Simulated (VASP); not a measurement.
# RbBr (Fm-3m) in VASP: relaxation of cell and atoms with PBEsol

Aim: the relaxation of cell and atoms of RbBr with PBEsol.

Program: VASP 6.6.1. These are calculated values, not measurements. Logs are shortened: lines on timing, memory, paths and dates and some standing lists are left out, and cuts for length are marked.

## Step 1: The cell of the first run

Symmetry: Fm-3m, No. 225, cubic system. Conventional cell: a = 6.850 Å, b = 6.850 Å, c = 6.850 Å, α = 90.00°, β = 90.00°, γ = 90.00°. Within 4.5 Å of Rb (site symmetry m-3m) lie 6 Br at 3.42 Å. Within 4.5 Å of Br (site symmetry m-3m) lie 6 Rb at 3.42 Å.

## Step 2: Relaxation of cell and atoms, PBEsol, target pressure 15 GPa, at which the enthalpy is minimised

The input, INCAR:

```
PREC = Accurate ; ENCUT = 600
EDIFF = 1E-6 ; ISMEAR = 0
SIGMA = 0.01 ; LREAL = F
LASPH = T ; NELM = 100
ALGO = Normal ; ISIF = 3
LWAVE = F ; LCHARG = F
GGA = PS ; IBRION = 2
NSW = 100 ; EDIFFG = -0.002
PSTRESS = 150.0
```

The input, KPOINTS:

```
Automatic mesh
0
Gamma
  6 6 6
```

The input, POSCAR:

```
RbBr
1.0
    0.0000000000      3.4249234064      3.4249234064
    3.4249234064      0.0000000000      3.4249234064
    3.4249234064      3.4249234064      0.0000000000
Rb Br
1 1
Direct
    0.0000000000      0.0000000000      0.0000000000
    0.5000000000      0.5000000000      0.5000000000
```

Potentials or basis: VASP PAW PBE potentials, release 64 (Rb_sv, Br).

Started as:

```sh
$ cat potpaw_PBE.64/Rb_sv/POTCAR potpaw_PBE.64/Br/POTCAR > POTCAR
$ mpirun -np 1 vasp_std > vasp.out
```

OUTCAR:

```text
PREC = Accurate
   ENCUT = 600
   EDIFF = 1E-6
   ISMEAR = 0
   LREAL = F
   LASPH = T
   NELM = 100
   ISIF = 3
   GGA = PS
   IBRION = 2
   NSW = 100
   EDIFFG = -0.002
   PSTRESS = 150.0

 ion  position               nearest neighbor table
   1  0.000  0.000  0.000-   2 3.42   2 3.42   2 3.42   2 3.42   2 3.42   2 3.42
   2  0.500  0.500  0.500-   1 3.42   1 3.42   1 3.42   1 3.42   1 3.42   1 3.42

  LATTYP: Found a face centered cubic cell.
 ALAT       =     6.8498468128

  Lattice vectors:

 A1 = (   0.0000000000,   3.4249234064,   3.4249234064)
 A2 = (   3.4249234064,   0.0000000000,   3.4249234064)
 A3 = (   3.4249234064,   3.4249234064,   0.0000000000)

Analysis of symmetry for initial positions (statically):
=====================================================================
 Subroutine PRICEL returns:
 Original cell was already a primitive cell.

 Routine SETGRP: Setting up the symmetry group for a
 face centered cubic supercell.

 Subroutine GETGRP returns: Found 48 space group operations
 (whereof 48 operations were pure point group operations)
 out of a pool of 48 trial point group operations.

The static configuration has the point symmetry O_h .

Analysis of symmetry for dynamics (positions and initial velocities):
=====================================================================
 Subroutine PRICEL returns:
 Original cell was already a primitive cell.

 Routine SETGRP: Setting up the symmetry group for a
 face centered cubic supercell.

 Subroutine GETGRP returns: Found 48 space group operations
 (whereof 48 operations were pure point group operations)
 out of a pool of 48 trial point group operations.

The dynamic configuration has the point symmetry O_h .

 Subroutine INISYM returns: Found 48 space group operations
 (whereof 48 operations are pure point group operations),
 and found     1 'primitive' translations

----------------------------------------------------------------------------------------

                                     Primitive cell

  volume of cell :      80.3494

  direct lattice vectors                    reciprocal lattice vectors
     0.000000000  3.424923406  3.424923406    -0.145988666  0.145988666  0.145988666
     3.424923406  0.000000000  3.424923406     0.145988666 -0.145988666  0.145988666
     3.424923406  3.424923406  0.000000000     0.145988666  0.145988666 -0.145988666

  length of vectors
     4.843573131  4.843573131  4.843573131     0.252859787  0.252859787  0.252859787

  position of ions in fractional coordinates (direct lattice)
     0.000000000  0.000000000  0.000000000
     0.500000000  0.500000000  0.500000000

  ion indices of the primitive-cell ions
   primitive index   ion index
                 1           1
                 2           2

----------------------------------------------------------------------------------------

 KPOINTS: Automatic mesh

Automatic generation of k-mesh.
 Grid dimensions read from file:
 generate k-points for:    6    6    6

 Generating k-lattice:

  Cartesian coordinates                     Fractional coordinates (reciprocal lattice)
    -0.024331444  0.024331444  0.024331444     0.166666667  0.000000000  0.000000000
     0.024331444 -0.024331444  0.024331444     0.000000000  0.166666667  0.000000000
     0.024331444  0.024331444 -0.024331444     0.000000000  0.000000000  0.166666667

  Length of vectors
     0.042143298  0.042143298  0.042143298

  Shift w.r.t. Gamma in fractional coordinates (k-lattice)
     0.000000000  0.000000000  0.000000000

 Subroutine IBZKPT returns following result:
 ===========================================

 Found     16 irreducible k-points:

 Following reciprocal coordinates:
            Coordinates               Weight
  0.000000  0.000000  0.000000      1.000000
  0.166667  0.000000  0.000000      8.000000
  0.333333  0.000000  0.000000      8.000000
  0.500000  0.000000  0.000000      4.000000
  0.166667  0.166667  0.000000      6.000000
  0.333333  0.166667  0.000000     24.000000
[... 8 lines left out ...]
 -0.333333  0.333333  0.166667     24.000000
 -0.333333  0.500000  0.166667     12.000000
   k-points           NKPTS =     16   k-points in BZ     NKDIM =     16   number of bands    NBANDS=     12
   number of dos      NEDOS =    301   number of ions     NIONS =      2
   total plane-waves  NPLWV =  64000
   dimension x,y,z NGX =    40 NGY =   40 NGZ =   40
   dimension x,y,z NGXF=    80 NGYF=   80 NGZF=   80
   ions per type =               1   1
   NGX,Y,Z   is equivalent  to a cutoff of  13.73, 13.73, 13.73 a.u.
   NGXF,Y,Z  is equivalent  to a cutoff of  27.46, 27.46, 27.46 a.u.
 SYSTEM =  unknown system
   PREC   = accura    normal or accurate (medium, high low for compatibility)
   ISTART =      0    job   : 0-new  1-cont  2-samecut
   ICHARG =      2    charge: 1-file 2-atom 10-const
   ISPIN  =      1    spin polarized calculation?
   LNONCOLLINEAR =      F non collinear calculations
   LSORBIT =      F    spin-orbit coupling
   LASPH  =      T    aspherical Exc in radial PAW
   ENCUT  =  600.0 eV  44.10 Ry    6.64 a.u.   9.67  9.67  9.67*2*pi/ulx,y,z
   NELM   =    100;   NELMIN=  2; NELMDL= -5     # of ELM steps
   EDIFF  = 0.1E-05   stopping-criterion for ELM
   LREAL  =      F    real-space projection
   EDIFFG = -.2E-02   stopping-criterion for IOM
   NSW    =    100    number of steps for IOM
   IBRION =      2    ionic relax: 0-MD 1-quasi-New 2-CG
   NFREE  =      1    steps in history (QN), initial steepest desc. (CG)
   ISIF   =      3    stress and relaxation
   ISYM   =      2    0-nonsym 1-usesym 2-fastsym
   POTIM  = 0.5000    time-step for ionic-motion
   TEBEG  =    0.0;   TEEND  =   0.0 temperature during run
   PSTRESS=  150.0 pullay stress
   NELECT =      16.0000    total number of electrons
   NUPDOWN=      -1.0000    fix difference up-down
   EMIN   =  10.00;   EMAX   =-10.00  energy-range for DOS
   EFERMI =   0.00;   METHOD = LEGACY
   ISMEAR =     0;   SIGMA  =   0.01  broadening in eV -4-tet -1-fermi 0-gaus
   EFERMI_NEDOS =   21; number of points for ismear=-14 and -15
   IALGO  =     38    algorithm
   IMIX   =      4    mixing-type and parameters
     AMIX     =   0.40;   BMIX     =  1.00
     AMIX_MAG =   1.60;   BMIX_MAG =  1.00
  volume/ion in A,a.u.               =      40.17       271.11
  Fermi-wavevector in a.u.,A,eV,Ry     =   0.955991  1.806562 12.434629  0.913919
  Thomas-Fermi vector in A             =   2.084879
   LORBIT       =      0    0 simple, 1 ext, 2 COOP (PROOUT), +10 PAW based schemes
   GGA     = PS    functional components
   LHFCALC =     F    Hartree Fock is set to
   AEXX    =    0.0000 exact exchange contribution
   IVDW    =     0    specifies the selected vdW correction
   LEPSILON=     F    determine dielectric tensor
   LRPA    =     F    only Hartree local field effects (RPA)
 conjugate gradient relaxation of ions
 non-spin polarized calculation
 Gauss-broadening in eV      SIGMA  =   0.01
  energy-cutoff  :      600.00
  volume of cell :       80.35
 maximum number of plane-waves:      2733
 NGX is ok and might be reduce to    40
   NGX = 19   NGY = 19   NGZ = 19

--------------------------------------- Ionic step        1  -------------------------------------------

 number of electron      16.0000001 magnetization

 Free energy of the ion-electron system (eV)
  ---------------------------------------------------
  ext. energy  EPLUGINS =         0.00000000
  ---------------------------------------------------
  free energy    TOTEN  =        -6.35542609 eV

  energy without entropy =       -6.35542609  energy(sigma->0) =       -6.35542609

 E-fermi :  -1.7335     XC(G=0):  -7.4129

 val. band max:       -1.8383708624   @ k =   0.0000   0.0000   0.0000
 cond. band min:       2.3772143401   @ k =   0.0000   0.0000   0.0000
 fundamental gap:      4.2155852025
 Fermi energy:        -1.7335442792

 k-point     1 :       0.0000    0.0000    0.0000
  band No.  band energies     occupation
      1     -26.1899      2.00000
      2     -14.0338      2.00000
      3     -10.2776      2.00000
      4     -10.2776      2.00000
      5     -10.2776      2.00000
      6      -1.8384      2.00000
      7      -1.8384      2.00000
      8      -1.8384      2.00000
      9       2.3772      0.00000
     10       5.3620      0.00000
     11       5.3620      0.00000
     12       5.3620      0.00000
[... 258 lines left out ...]
  enthalpy is  TOTEN    =         1.1670923830 eV   P V=        7.5225184742

--------------------------------------- Ionic step        2  -------------------------------------------

 number of electron      15.9999999 magnetization

 E-fermi :   2.0685     XC(G=0): -10.1502

 val. band max:        1.9874948639   @ k =   0.5000   0.5000   0.0000
 cond. band min:       5.5035232238   @ k =   0.5000   0.5000   0.0000
 fundamental gap:      3.5160283599
 Fermi energy:         2.0685315216

 k-point     1 :       0.0000    0.0000    0.0000
  band No.  band energies     occupation
      1     -22.1933      2.00000
      2     -11.3716      2.00000
      3      -6.2316      2.00000
      4      -6.2316      2.00000
      5      -6.2316      2.00000
      6       1.8524      2.00000
      7       1.8524      2.00000
      8       1.8524      2.00000
      9       8.1408      0.00000
     10       8.2293      0.00000
     11       8.2293      0.00000
     12       8.2293      0.00000
[... 410 lines left out ...]
  enthalpy is  TOTEN    =        -0.4531105422 eV   P V=        5.1105270807

--------------------------------------- Ionic step        7  -------------------------------------------

 number of electron      16.0000000 magnetization

 Free energy of the ion-electron system (eV)
  ---------------------------------------------------
  ext. energy  EPLUGINS =         0.00000000
  ---------------------------------------------------
  free energy    TOTEN  =        -5.53553430 eV

  energy without entropy =       -5.53553430  energy(sigma->0) =       -5.53553430

 E-fermi :   0.2490     XC(G=0):  -9.1520

 val. band max:        0.1988817055   @ k =   0.0000   0.0000   0.0000
 cond. band min:       4.7719463507   @ k =   0.5000   0.5000   0.0000
 fundamental gap:      4.5730646451
 Fermi energy:         0.2489653972

 k-point     1 :       0.0000    0.0000    0.0000
  band No.  band energies     occupation
      1     -23.6719      2.00000
      2     -12.5819      2.00000
      3      -7.7814      2.00000
      4      -7.7814      2.00000
      5      -7.7814      2.00000
      6       0.1989      2.00000
      7       0.1989      2.00000
      8       0.1989      2.00000
      9       5.5824      0.00000
     10       7.0892      0.00000
     11       7.0892      0.00000
     12       7.0892      0.00000
[... 252 lines left out ...]
  FREE ENERGIE OF THE ION-ELECTRON SYSTEM (eV)
  ---------------------------------------------------
  free  energy   TOTEN  =        -5.5355342964 eV

  energy  without entropy=       -5.5355342964  energy(sigma->0) =       -5.53553430

  enthalpy is  TOTEN    =        -0.4535112530 eV   P V=        5.0820230435

 reached required accuracy - stopping structural energy minimisation
```

Wall time 74 s (1 thread of Intel Xeon 6975P-C (Granite Rapids), shared host); peak memory 0.25 GiB.

Results:

- Free energy: -5.5355 eV
- Relaxed volume: 27.14 Å³/atom
- Relaxed cell: a = 4.250 Å, b = 4.250 Å, c = 4.250 Å, α = 60.00°, β = 60.00°, γ = 60.00°
- Space group after relaxing (to 0.05 Å): Fm-3m (No. 225)
- Energy change on relaxing (the enthalpy is what falls): +409.9 meV/atom
- Ionic steps: 7
- Pressure after relaxing: 15.0 GPa
- Band gap on the k mesh: 4.57 eV, indirect (least direct gap 4.65 eV)

Step by step:
| step | energy change (eV) | largest force (eV/Å) | pressure (GPa) | volume (Å³) |
| --- | --- | --- | --- | --- |
| 1 | 0.0000 | 0.0000 | 0.00 | 80.35 |
| 2 | 2.4178 | 0.0000 | 38.87 | 44.07 |
| 3 | 0.7725 | 0.0000 | 14.29 | 54.80 |
| 4 | 0.8132 | 0.0000 | 14.91 | 54.35 |
| 5 | 0.8562 | 0.0000 | 15.55 | 53.90 |
| 6 | 0.7918 | 0.0000 | 14.58 | 54.59 |
| 7 | 0.8199 | 0.0000 | 15.01 | 54.28 |

Final structure:
```
Rb Br
1.0
     0.00000    3.00521    3.00521
     3.00521    0.00000    3.00521
     3.00521    3.00521    0.00000
Rb Br
1 1
Direct
  0.00000 0.00000 0.00000
  0.50000 0.50000 0.50000
```

Caveat: the cell is relaxed towards a set pressure, so the enthalpy falls and the energy may rise; the volume moved by over 15 % at a fixed basis, so the end points are rough; the PAW data sets were made with another functional, which shifts forces and pressure a little.
